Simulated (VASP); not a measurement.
# Ge: single point with PBE

Ge:

```xyz
1
Lattice="0.0000 2.0984 2.0984 2.0984 0.0000 2.0984 2.0984 2.0984 0.0000" Properties=species:S:1:pos:R:3 pbc="T T T"
Ge    0.0000    0.0000    0.0000
```

* Program: VASP 6.6.1
* Task: single point
* Functional: PBE
* Potentials or basis: VASP PAW PBE potentials, release 64 (Ge_d)
* Cutoff: 500 eV
* k mesh: 4 × 4 × 4
* Occupations: tetrahedron
* Spin: no spin polarisation

```
Pressure               : 15.1 GPa
Band gap on the k mesh : zero (band 7 reaches 16.27 eV, above the bottom of band 8 at 4.89 eV)
```

Levels at points of the mesh, in eV from the Fermi level:
```
           k point  band 5  band 6  band 7  band 8  band 9  band 10
(0.00, 0.00, 0.00)  -24.97  -13.75    8.82    8.82    8.82    13.81
(0.50, 0.00, 0.00)  -24.91   -8.31   -6.07    6.68    6.68    12.02
(0.50, 0.50, 0.00)  -24.90   -5.92   -4.78    2.30    2.30     6.11
```

Wall time 4 s on 1 thread of Intel Xeon 8259CL (shared host), peak memory 0.13 GiB.

Caveat: the k points lie up to 0.65 Å⁻¹ apart.
